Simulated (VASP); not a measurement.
# BN (P6_3/mmc) in VASP: single point with PBE

Aim: the single point of BN with PBE.

Everything below comes from runs of VASP 6.6.1. Logs are shortened: lines on timing, memory, paths and dates and some standing lists are left out, and cuts for length are marked.

### 1 The cell of the first run

Symmetry: P6_3/mmc, No. 194, hexagonal system. Conventional cell: a = 2.498 Å, b = 2.498 Å, c = 6.636 Å, α = 90.00°, β = 90.00°, γ = 120.00°. B (site symmetry -6m2) has 3 N at 1.44 Å within 1.9 Å. N (site symmetry -6m2) has 3 B at 1.44 Å within 1.9 Å.

### 2 Single point, PBE

Input file INCAR:

```
SYSTEM = BN
ALGO     = Normal         ! electronic algorithm
EDIFF    = 1E-7           ! SCF threshold, eV
ENCUT    = 520            ! plane-wave cutoff, eV
GGA      = PE             ! functional
ISIF     = 2              ! what is computed and relaxed
ISMEAR   = 0              ! smearing method
LASPH    = .TRUE.         ! aspherical terms in the spheres
LCHARG   = .FALSE.        ! write CHGCAR
LREAL    = .FALSE.        ! projectors in reciprocal space
LWAVE    = .FALSE.        ! write WAVECAR
NBANDS   = 16             ! bands
NELM     = 100            ! most SCF steps
PREC     = Accurate       ! precision mode
SIGMA    = 0.05           ! smearing width, eV
```

Input file KPOINTS:

```
k-points
0
G
  18 18 6
  0 0 0
```

Input file POSCAR:

```
BN
1.0
    2.4982400000      0.0000000000      0.0000000000
   -1.2491200000      2.1635393000      0.0000000000
    0.0000000000      0.0000000000      6.6357000000
B N
2 2
Direct
    0.3333333300      0.6666666700      0.2500000000
    0.6666666700      0.3333333300      0.7500000000
    0.3333333300      0.6666666700      0.7500000000
    0.6666666700      0.3333333300      0.2500000000
```

Potentials or basis: VASP PAW PBE potentials, release 64 (B, N).

Started as:

```
$ cat potpaw_PBE.64/B/POTCAR potpaw_PBE.64/N/POTCAR > POTCAR
$ mpirun -np 1 vasp_std > vasp.out
```

OUTCAR:

```text
SYSTEM = BN
   EDIFF = 1E-7
   ENCUT = 520
   GGA = PE
   ISIF = 2
   ISMEAR = 0
   LASPH = .TRUE.
   LREAL = .FALSE.
   NELM = 100
   PREC = Accurate

 ion  position               nearest neighbor table
   1  0.333  0.667  0.250-   4 1.44   4 1.44   4 1.44
   2  0.667  0.333  0.750-   3 1.44   3 1.44   3 1.44
   3  0.333  0.667  0.750-   2 1.44   2 1.44   2 1.44
   4  0.667  0.333  0.250-   1 1.44   1 1.44   1 1.44

  LATTYP: Found a hexagonal cell.
 ALAT       =     2.4982400000
 C/A-ratio  =     2.6561499296

  Lattice vectors:

 A1 = (   2.4982400000,   0.0000000000,   0.0000000000)
 A2 = (  -1.2491200000,   2.1635393000,   0.0000000000)
 A3 = (   0.0000000000,   0.0000000000,   6.6357000000)

Analysis of symmetry for initial positions (statically):
=====================================================================
 Subroutine PRICEL returns:
 Original cell was already a primitive cell.

 Routine SETGRP: Setting up the symmetry group for a
 hexagonal supercell.

 Subroutine GETGRP returns: Found 24 space group operations
 (whereof 12 operations were pure point group operations)
 out of a pool of 24 trial point group operations.

The static configuration has the point symmetry D_3d.
 The point group associated with its full space group is D_6h.

Analysis of symmetry for dynamics (positions and initial velocities):
=====================================================================
 Subroutine PRICEL returns:
 Original cell was already a primitive cell.

 Routine SETGRP: Setting up the symmetry group for a
 hexagonal supercell.

 Subroutine GETGRP returns: Found 24 space group operations
 (whereof 12 operations were pure point group operations)
 out of a pool of 24 trial point group operations.

The dynamic configuration has the point symmetry D_3d.
 The point group associated with its full space group is D_6h.

 Subroutine INISYM returns: Found 24 space group operations
 (whereof 12 operations are pure point group operations),
 and found     1 'primitive' translations

----------------------------------------------------------------------------------------

                                     Primitive cell

  volume of cell :      35.8662

  direct lattice vectors                    reciprocal lattice vectors
     2.498240000  0.000000000  0.000000000     0.400281798  0.231102805  0.000000000
    -1.249120000  2.163539300  0.000000000     0.000000000  0.462205609  0.000000000
     0.000000000  0.000000000  6.635700000     0.000000000  0.000000000  0.150700002

  length of vectors
     2.498240000  2.498239996  6.635700000     0.462205608  0.462205609  0.150700002

  position of ions in fractional coordinates (direct lattice)
     0.333333330  0.666666670  0.250000000
     0.666666670  0.333333330  0.750000000
     0.333333330  0.666666670  0.750000000
     0.666666670  0.333333330  0.250000000

  ion indices of the primitive-cell ions
   primitive index   ion index
                 1           1
                 2           2
                 3           3
                 4           4

----------------------------------------------------------------------------------------

 KPOINTS: k-points

Automatic generation of k-mesh.
 Grid dimensions read from file:
 generate k-points for:   18   18    6

 Generating k-lattice:

  Cartesian coordinates                     Fractional coordinates (reciprocal lattice)
     0.022237878  0.012839045  0.000000000     0.055555556 -0.000000000  0.000000000
     0.000000000  0.025678089  0.000000000     0.000000000  0.055555556  0.000000000
     0.000000000  0.000000000  0.025116667     0.000000000  0.000000000  0.166666667

  Length of vectors
     0.025678089  0.025678089  0.025116667

  Shift w.r.t. Gamma in fractional coordinates (k-lattice)
     0.000000000  0.000000000  0.000000000

 Subroutine IBZKPT returns following result:
 ===========================================

 Found    148 irreducible k-points:

 Following reciprocal coordinates:
            Coordinates               Weight
  0.000000  0.000000  0.000000      1.000000
  0.055556 -0.000000  0.000000      6.000000
  0.111111 -0.000000  0.000000      6.000000
  0.166667 -0.000000  0.000000      6.000000
  0.222222 -0.000000  0.000000      6.000000
  0.277778  0.000000  0.000000      6.000000
[... 16 lines left out ...]
  0.333333  0.111111  0.000000     12.000000
  0.388889  0.111111  0.000000     12.000000
 [... further k-points ...]
   k-points           NKPTS =    148   k-points in BZ     NKDIM =    148   number of bands    NBANDS=     16
   number of dos      NEDOS =    301   number of ions     NIONS =      4
   total plane-waves  NPLWV =  20000
   dimension x,y,z NGX =    20 NGY =   20 NGZ =   50
   dimension x,y,z NGXF=    40 NGYF=   40 NGZF=  100
   ions per type =               2   2
   NGX,Y,Z   is equivalent  to a cutoff of  13.31, 13.31, 12.53 a.u.
   NGXF,Y,Z  is equivalent  to a cutoff of  26.62, 26.62, 25.05 a.u.
 SYSTEM =  BN
   PREC   = accura    normal or accurate (medium, high low for compatibility)
   ISTART =      0    job   : 0-new  1-cont  2-samecut
   ICHARG =      2    charge: 1-file 2-atom 10-const
   ISPIN  =      1    spin polarized calculation?
   LNONCOLLINEAR =      F non collinear calculations
   LSORBIT =      F    spin-orbit coupling
   LASPH  =      T    aspherical Exc in radial PAW
   ENCUT  =  520.0 eV  38.22 Ry    6.18 a.u.   4.65  4.65 12.34*2*pi/ulx,y,z
   NELM   =    100;   NELMIN=  2; NELMDL= -5     # of ELM steps
   EDIFF  = 0.1E-06   stopping-criterion for ELM
   LREAL  =      F    real-space projection
   EDIFFG = 0.1E-05   stopping-criterion for IOM
   NSW    =      0    number of steps for IOM
   IBRION =     -1    ionic relax: 0-MD 1-quasi-New 2-CG
   NFREE  =      0    steps in history (QN), initial steepest desc. (CG)
   ISIF   =      2    stress and relaxation
   ISYM   =      2    0-nonsym 1-usesym 2-fastsym
   POTIM  = 0.5000    time-step for ionic-motion
   TEBEG  =    0.0;   TEEND  =   0.0 temperature during run
   PSTRESS=    0.0 pullay stress
   NELECT =      16.0000    total number of electrons
   NUPDOWN=      -1.0000    fix difference up-down
   EMIN   =  10.00;   EMAX   =-10.00  energy-range for DOS
   EFERMI =   0.00;   METHOD = LEGACY
   ISMEAR =     0;   SIGMA  =   0.05  broadening in eV -4-tet -1-fermi 0-gaus
   EFERMI_NEDOS =   21; number of points for ismear=-14 and -15
   IALGO  =     38    algorithm
   IMIX   =      4    mixing-type and parameters
     AMIX     =   0.40;   BMIX     =  1.00
     AMIX_MAG =   1.60;   BMIX_MAG =  1.00
  volume/ion in A,a.u.               =       8.97        60.51
  Fermi-wavevector in a.u.,A,eV,Ry     =   1.250891  2.363842 21.289433  1.564729
  Thomas-Fermi vector in A             =   2.384864
   LORBIT       =      0    0 simple, 1 ext, 2 COOP (PROOUT), +10 PAW based schemes
   GGA     = PE    functional components
   LHFCALC =     F    Hartree Fock is set to
   AEXX    =    0.0000 exact exchange contribution
   IVDW    =     0    specifies the selected vdW correction
   LEPSILON=     F    determine dielectric tensor
   LRPA    =     F    only Hartree local field effects (RPA)
 non-spin polarized calculation
 Gauss-broadening in eV      SIGMA  =   0.05
  energy-cutoff  :      520.00
  volume of cell :       35.87
 maximum number of plane-waves:       985
 NGX is ok and might be reduce to    20
   NGX =  9   NGY =  9   NGZ = 25

 number of electron      15.9999997 magnetization

 Free energy of the ion-electron system (eV)
  ---------------------------------------------------
  ext. energy  EPLUGINS =         0.00000000
  ---------------------------------------------------
  free energy    TOTEN  =       -35.14692420 eV

  energy without entropy =      -35.14692420  energy(sigma->0) =      -35.14692420

 E-fermi :   2.6140     XC(G=0): -10.0886

 val. band max:        2.3469009156   @ k =   0.3333   0.2778   0.0000
 cond. band min:       6.5951053365   @ k =   0.5000   0.0000   0.0000
 fundamental gap:      4.2482044209
 Fermi energy:         2.6139825793

 k-point     1 :       0.0000    0.0000    0.0000
  band No.  band energies     occupation
      1     -15.5316      2.00000
      2     -15.2363      2.00000
      3      -3.9420      2.00000
      4      -1.8138      2.00000
      5       0.9861      2.00000
      6       0.9861      2.00000
[... 8 lines left out ...]
     15      14.6584      0.00000
     16      15.4187      0.00000

 k-point     2 :       0.0556   -0.0000    0.0000
  band No.  band energies     occupation
      1     -15.4707      2.00000
      2     -15.1774      2.00000
      3      -3.8585      2.00000
      4      -1.7387      2.00000
      5       0.7308      2.00000
      6       0.7649      2.00000
[... 8 lines left out ...]
     15      14.8831      0.00000
     16      15.1884      0.00000

 k-point     3 :       0.1111   -0.0000    0.0000
  band No.  band energies     occupation
      1     -15.2894      2.00000
      2     -15.0023      2.00000
      3      -3.6091      2.00000
      4      -1.5152      2.00000
      5       0.0248      2.00000
      6       0.0574      2.00000
[... 8 lines left out ...]
     15      15.0755      0.00000
     16      15.4630      0.00000

 k-point     4 :       0.1667   -0.0000    0.0000
  band No.  band energies     occupation
      1     -14.9920      2.00000
      2     -14.7155      2.00000
      3      -3.1981      2.00000
      4      -1.1497      2.00000
      5      -0.9944      2.00000
      6      -0.9549      2.00000
[... 8 lines left out ...]
     15      16.2514      0.00000
     16      16.2591      0.00000
[... 324 lines left out ...]
 k-point    22 :       0.2778    0.1111    0.0000
  band No.  band energies     occupation
      1     -13.3822      2.00000
      2     -13.1774      2.00000
      3      -4.5680      2.00000
      4      -4.4981      2.00000
      5      -1.9184      2.00000
      6      -1.8533      2.00000
[... 8 lines left out ...]
     15      17.3942      0.00000
     16      19.4858      0.00000

 k-point    23 :       0.3333    0.1111    0.0000
  band No.  band energies     occupation
      1     -12.8320      2.00000
      2     -12.6679      2.00000
      3      -5.5319      2.00000
      4      -5.4526      2.00000
      5      -2.2485      2.00000
      6      -2.1795      2.00000
[... 8 lines left out ...]
     15      17.4903      0.00000
     16      20.7870      0.00000

 k-point    24 :       0.3889    0.1111    0.0000
  band No.  band energies     occupation
      1     -12.3821      2.00000
      2     -12.2733      2.00000
      3      -6.2234      2.00000
      4      -6.1473      2.00000
      5      -2.4501      2.00000
      6      -2.3790      2.00000
[... 8 lines left out ...]
     15      16.9204      0.00000
     16      20.9876      0.00000

 [... further k-points ...]
[... 5 lines left out ...]
  --------------------------------------------------------------------------------------
  -------------------------------------------------------------------------------------
  Total        1.4091486      1.4091486      0.6368215      0.0000000     -0.0000000      0.0000000
  in kB       62.9479635     62.9479632     28.4474010      0.0000000     -0.0000000      0.0000000
  external PRESSURE =      51.4477759 kB  Pullay stress =       0.0000000 kB

 VOLUME and BASIS-vectors are now :
 -----------------------------------------------------------------------------
  energy-cutoff  :      520.00
  volume of cell :       35.87
      direct lattice vectors                 reciprocal lattice vectors
     2.498240000  0.000000000  0.000000000     0.400281798  0.231102805  0.000000000
    -1.249120000  2.163539300  0.000000000     0.000000000  0.462205609  0.000000000
     0.000000000  0.000000000  6.635700000     0.000000000  0.000000000  0.150700002

 POSITION                                       TOTAL-FORCE (eV/Angst)
 -----------------------------------------------------------------------------------
     -0.00000      1.44236      1.65892        -0.000000     -0.000000      0.000000
      1.24912      0.72118      4.97677        -0.000000     -0.000000      0.000000
     -0.00000      1.44236      4.97677         0.000000     -0.000000      0.000000
      1.24912      0.72118      1.65892        -0.000000      0.000000      0.000000
 -----------------------------------------------------------------------------------
    total drift:                               -0.000002      0.000001      0.000000

  FREE ENERGIE OF THE ION-ELECTRON SYSTEM (eV)
  ---------------------------------------------------
  free  energy   TOTEN  =       -35.1469241961 eV

  energy  without entropy=      -35.1469241961  energy(sigma->0) =      -35.14692420
```

It took 80 s on 1 thread of Intel Xeon Platinum 8259CL at 2.50GHz (Skylake/Cascade Lake), shared host; peak memory 0.19 GiB.

Results:

```yaml
Free_energy: -35.1469 eV
Pressure: 5.1 GPa
Band_gap_on_the_k_mesh: 4.25 eV, indirect (least direct gap 4.66 eV)
```

Stress tensor (GPa, compression positive):
```
6.29 0.00 0.00
0.00 6.29 0.00
0.00 0.00 2.84
```

Caveat: this functional lacks dispersion, which binds the layers, so the pressure and a relaxed spacing across them are unreliable.
